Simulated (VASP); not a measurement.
# Cu (I4/mmm) in VASP: notebook, part 2 of 2

VASP 6.6.1. The steps go on from the part before.

### 4 Single point, LDA (11.58 Å³/atom)

This run uses another cell than the first one, of 11.58 Å³/atom.

Contents of INCAR:

```
SYSTEM = Cu
  ALGO = Fast
  EDIFF = 1E-7
  ENCUT = 520
  ISIF = 2
  ISMEAR = 0
  LASPH = .True.
  LCHARG = .True.
  LELF = .True.
  LREAL = .False.
  LVHAR = .True.
  LWAVE = .False.
  NBANDS = 12
  NELM = 60
  PREC = Accurate
  SIGMA = 0.15
```

Contents of KPOINTS:

```
k-points
0
Gamma
  24 24 24
  0 0 0
```

Contents of POSCAR:

```
Cu
1.0
   -1.3980532654      1.3980532654      1.4817966560
    1.3980532654     -1.3980532654      1.4817966560
    1.3980532654      1.3980532654     -1.4817966560
Cu
1
Direct
    0.0000000000      0.0000000000      0.0000000000
```

Potentials or basis: VASP PAW LDA potentials, release 64 (Cu).

Launch:

```bash
$ cat potpaw_LDA.64/Cu/POTCAR > POTCAR
$ mpirun -np 1 vasp_std > vasp.out
```

OUTCAR:

```text
SYSTEM = Cu
   EDIFF = 1E-7
   ENCUT = 520
   ISIF = 2
   ISMEAR = 0
   LASPH = .True.
   LREAL = .False.
   NELM = 60
   PREC = Accurate

 ion  position               nearest neighbor table
   1  0.000  0.000  0.000-

  LATTYP: Found a body centered tetragonal cell.
 ALAT       =     2.7961065308
 C/A-ratio  =     1.0599000000

  Lattice vectors:

 A1 = (  -1.3980532654,   1.3980532654,   1.4817966560)
 A2 = (   1.3980532654,  -1.3980532654,   1.4817966560)
 A3 = (   1.3980532654,   1.3980532654,  -1.4817966560)

Analysis of symmetry for initial positions (statically):
=====================================================================
 Subroutine PRICEL returns:
 Original cell was already a primitive cell.

 Routine SETGRP: Setting up the symmetry group for a
 body centered tetragonal supercell.

 Subroutine GETGRP returns: Found 16 space group operations
 (whereof 16 operations were pure point group operations)
 out of a pool of 16 trial point group operations.

The static configuration has the point symmetry D_4h.

Analysis of symmetry for dynamics (positions and initial velocities):
=====================================================================
 Subroutine PRICEL returns:
 Original cell was already a primitive cell.

 Routine SETGRP: Setting up the symmetry group for a
 body centered tetragonal supercell.

 Subroutine GETGRP returns: Found 16 space group operations
 (whereof 16 operations were pure point group operations)
 out of a pool of 16 trial point group operations.

The dynamic configuration has the point symmetry D_4h.

 Subroutine INISYM returns: Found 16 space group operations
 (whereof 16 operations are pure point group operations),
 and found     1 'primitive' translations

----------------------------------------------------------------------------------------

                                     Primitive cell

  volume of cell :      11.5850

  direct lattice vectors                    reciprocal lattice vectors
    -1.398053265  1.398053265  1.481796656     0.000000000  0.357640165  0.337428215
     1.398053265 -1.398053265  1.481796656     0.357640165  0.000000000  0.337428215
     1.398053265  1.398053265 -1.481796656     0.357640165  0.357640165  0.000000000

  length of vectors
     2.470794851  2.470794851  2.470794851     0.491695320  0.491695320  0.505779571

  position of ions in fractional coordinates (direct lattice)
     0.000000000  0.000000000  0.000000000

  ion indices of the primitive-cell ions
   primitive index   ion index
                 1           1

----------------------------------------------------------------------------------------

 KPOINTS: k-points

Automatic generation of k-mesh.
 Grid dimensions read from file:
 generate k-points for:   24   24   24

 Generating k-lattice:

  Cartesian coordinates                     Fractional coordinates (reciprocal lattice)
     0.000000000  0.014901674  0.014059509     0.041666667  0.000000000 -0.000000000
     0.014901674  0.000000000  0.014059509     0.000000000  0.041666667 -0.000000000
     0.014901674  0.014901674  0.000000000     0.000000000  0.000000000  0.041666667

  Length of vectors
     0.020487305  0.020487305  0.021074149

  Shift w.r.t. Gamma in fractional coordinates (k-lattice)
     0.000000000  0.000000000  0.000000000

 Subroutine IBZKPT returns following result:
 ===========================================

 Found   1063 irreducible k-points:

 Following reciprocal coordinates:
            Coordinates               Weight
  0.000000  0.000000  0.000000      1.000000
  0.041667  0.000000 -0.000000      8.000000
  0.083333  0.000000 -0.000000      8.000000
  0.125000  0.000000 -0.000000      8.000000
  0.166667  0.000000 -0.000000      8.000000
  0.208333  0.000000 -0.000000      8.000000
[... 16 lines left out ...]
  0.416667  0.041667  0.000000     16.000000
  0.458333  0.041667 -0.000000     16.000000
 [... further k-points ...]
   k-points           NKPTS =   1063   k-points in BZ     NKDIM =   1063   number of bands    NBANDS=     12
   number of dos      NEDOS =    301   number of ions     NIONS =      1
   total plane-waves  NPLWV =   5832
   dimension x,y,z NGX =    18 NGY =   18 NGZ =   18
   dimension x,y,z NGXF=    36 NGYF=   36 NGZF=   36
   ions per type =               1
   NGX,Y,Z   is equivalent  to a cutoff of  12.11, 12.11, 12.11 a.u.
   NGXF,Y,Z  is equivalent  to a cutoff of  24.22, 24.22, 24.22 a.u.
 SYSTEM =  Cu
   PREC   = accura    normal or accurate (medium, high low for compatibility)
   ISTART =      0    job   : 0-new  1-cont  2-samecut
   ICHARG =      2    charge: 1-file 2-atom 10-const
   ISPIN  =      1    spin polarized calculation?
   LNONCOLLINEAR =      F non collinear calculations
   LSORBIT =      F    spin-orbit coupling
   LASPH  =      T    aspherical Exc in radial PAW
   ENCUT  =  520.0 eV  38.22 Ry    6.18 a.u.   4.59  4.59  4.59*2*pi/ulx,y,z
   NELM   =     60;   NELMIN=  2; NELMDL= -5     # of ELM steps
   EDIFF  = 0.1E-06   stopping-criterion for ELM
   LREAL  =      F    real-space projection
   EDIFFG = 0.1E-05   stopping-criterion for IOM
   NSW    =      0    number of steps for IOM
   IBRION =     -1    ionic relax: 0-MD 1-quasi-New 2-CG
   NFREE  =      0    steps in history (QN), initial steepest desc. (CG)
   ISIF   =      2    stress and relaxation
   ISYM   =      2    0-nonsym 1-usesym 2-fastsym
   POTIM  = 0.5000    time-step for ionic-motion
   TEBEG  =    0.0;   TEEND  =   0.0 temperature during run
   PSTRESS=    0.0 pullay stress
   NELECT =      11.0000    total number of electrons
   NUPDOWN=      -1.0000    fix difference up-down
   EMIN   =  10.00;   EMAX   =-10.00  energy-range for DOS
   EFERMI =   0.00;   METHOD = LEGACY
   ISMEAR =     0;   SIGMA  =   0.15  broadening in eV -4-tet -1-fermi 0-gaus
   EFERMI_NEDOS =   21; number of points for ismear=-14 and -15
   IALGO  =     68    algorithm
   IMIX   =      4    mixing-type and parameters
     AMIX     =   0.40;   BMIX     =  1.00
     AMIX_MAG =   1.60;   BMIX_MAG =  1.00
  volume/ion in A,a.u.               =      11.58        78.18
  Fermi-wavevector in a.u.,A,eV,Ry     =   1.609065  3.040693 35.226731  2.589092
  Thomas-Fermi vector in A             =   2.704835
   LORBIT       =      0    0 simple, 1 ext, 2 COOP (PROOUT), +10 PAW based schemes
   GGA     = CA    functional components
   LHFCALC =     F    Hartree Fock is set to
   AEXX    =    0.0000 exact exchange contribution
   IVDW    =     0    specifies the selected vdW correction
   LEPSILON=     F    determine dielectric tensor
   LRPA    =     F    only Hartree local field effects (RPA)
 non-spin polarized calculation
 RMM-DIIS sequential band-by-band and
 Gauss-broadening in eV      SIGMA  =   0.15
  energy-cutoff  :      520.00
  volume of cell :       11.58
 maximum number of plane-waves:       329
   NGX =  9   NGY =  9   NGZ =  9

 number of electron      10.9999992 magnetization

 Free energy of the ion-electron system (eV)
  ---------------------------------------------------
  ext. energy  EPLUGINS =         0.00000000
  ---------------------------------------------------
  free energy    TOTEN  =        -4.65369653 eV

  energy without entropy =       -4.64941778  energy(sigma->0) =       -4.65155715

 E-fermi :   7.5854     XC(G=0): -13.2168

 val. band max:        7.5845625274   @ k =   0.2083   0.2083   0.0833
 cond. band min:       7.5916338198   @ k =   0.5000   0.3333   0.0833
 fundamental gap:      0.0070712924
 Fermi energy:         7.5853864402

 k-point     1 :       0.0000    0.0000    0.0000
  band No.  band energies     occupation
      1      -1.9080      2.00000
      2       4.3057      2.00000
      3       4.3057      2.00000
      4       4.5251      2.00000
      5       5.3001      2.00000
      6       5.5274      2.00000
      7      32.1240      0.00000
      8      33.1372      0.00000
      9      33.1372      0.00000
     10      35.3399      0.00000
     11      36.3922      0.00000
     12      37.3435      0.00000
[... 331 lines left out ...]
 k-point    24 :       0.4583    0.0417   -0.0000
  band No.  band energies     occupation
      1       2.4155      2.00000
      2       3.7461      2.00000
      3       5.2437      2.00000
      4       5.4874      2.00000
      5       5.9725      2.00000
      6       7.0238      2.00000
      7      11.9758      0.00000
      8      25.0136      0.00000
      9      25.7887      0.00000
     10      30.2336      0.00000
     11      33.1047      0.00000
     12      39.8977      0.00000

 [... further k-points ...]

------------------------ aborting loop because EDIFF is reached ----------------------------------------

  FORCE on cell =-STRESS in cart. coord.  units (eV):
  Direction    XX          YY          ZZ          XY          YZ          ZX
  --------------------------------------------------------------------------------------
  -------------------------------------------------------------------------------------
  Total       -0.6405581     -0.6405581     -0.5591304      0.0000000     -0.0000000      0.0000000
  in kB      -88.5876293    -88.5876293    -77.3263763      0.0000000     -0.0000000      0.0000000
  external PRESSURE =     -84.8338783 kB  Pullay stress =       0.0000000 kB

 VOLUME and BASIS-vectors are now :
 -----------------------------------------------------------------------------
  energy-cutoff  :      520.00
  volume of cell :       11.58
      direct lattice vectors                 reciprocal lattice vectors
    -1.398053265  1.398053265  1.481796656     0.000000000  0.357640165  0.337428215
     1.398053265 -1.398053265  1.481796656     0.357640165  0.000000000  0.337428215
     1.398053265  1.398053265 -1.481796656     0.357640165  0.357640165  0.000000000

 POSITION                                       TOTAL-FORCE (eV/Angst)
 -----------------------------------------------------------------------------------
      0.00000      0.00000      0.00000         0.000000      0.000000     -0.000000
 -----------------------------------------------------------------------------------
    total drift:                               -0.000000     -0.000000      0.000000

  FREE ENERGIE OF THE ION-ELECTRON SYSTEM (eV)
  ---------------------------------------------------
  free  energy   TOTEN  =        -4.6536965256 eV

  energy  without entropy=       -4.6494177828  energy(sigma->0) =       -4.65155715
```

stdout:

```text
POSCAR found type information on POSCAR Cu
 POSCAR found :  1 types and       1 ions
 scaLAPACK will be used
 LDA part: xc-table for (Slater(with rela. corr.)+CA(PZ))
 , standard interpolation
 POSCAR, INCAR and KPOINTS ok, starting setup
 FFT: planning ... GRIDC
 FFT: planning ... GRID_SOFT
 FFT: planning ... GRID
[... 15 lines left out ...]
WARNING in EDDRMM: call to ZHEGV failed, returncode =   6  3     11
WARNING in EDDRMM: call to ZHEGV failed, returncode =   6  3      9
WARNING in EDDRMM: call to ZHEGV failed, returncode =   6  3      9
WARNING in EDDRMM: call to ZHEGV failed, returncode =   6  3      7
WARNING in EDDRMM: call to ZHEGV failed, returncode =   6  3      9
WARNING in EDDRMM: call to ZHEGV failed, returncode =   6  3      9
WARNING in EDDRMM: call to ZHEGV failed, returncode =   6  3      8
WARNING in EDDRMM: call to ZHEGV failed, returncode =   6  3      9
WARNING in EDDRMM: call to ZHEGV failed, returncode =   6  3     10
WARNING in EDDRMM: call to ZHEGV failed, returncode =   6  3     11
```

Wall time 63 s (1 thread of AMD EPYC 9R45 (Zen 5), shared host); peak memory 0.21 GiB.

What came out:

```yaml
Free_energy: -4.6537 eV
Pressure: -8.5 GPa
Band_gap_on_the_k_mesh: zero (an odd number of electrons rules out a gap without spin polarisation)
```

Caveat: the cell stands under tension.

### 5 The runs side by side

| potentials or basis | cell | cutoff (eV) | gap on the mesh (eV) | pressure (GPa) |
| --- | --- | --- | --- | --- |
| VASP PAW LDA potentials, release 64 (Cu_sv_GW) | a = 2.391 Å, angles 111.1, 111.1, 106.3°, 1 atom | 820 | none | 7.7 |
| VASP PAW LDA potentials, release 64 (Cu) | a = 2.471 Å, angles 107.8, 107.8, 112.8°, 1 atom | 520 | none | -8.4 |
| VASP PAW LDA potentials, release 64 (Cu) | a = 2.471 Å, angles 111.1, 111.1, 106.3°, 1 atom | 520 | none | -8.5 |

Alike in all rows: task single point; level LDA; no spin polarisation; k mesh 24 × 24 × 24; smearing gaussian 0.15 eV.

Caveats: the cell stands under tension (at least some runs); the cell stands under pressure (at least some runs).

Absolute energies hang on the potentials; compare differences alone.
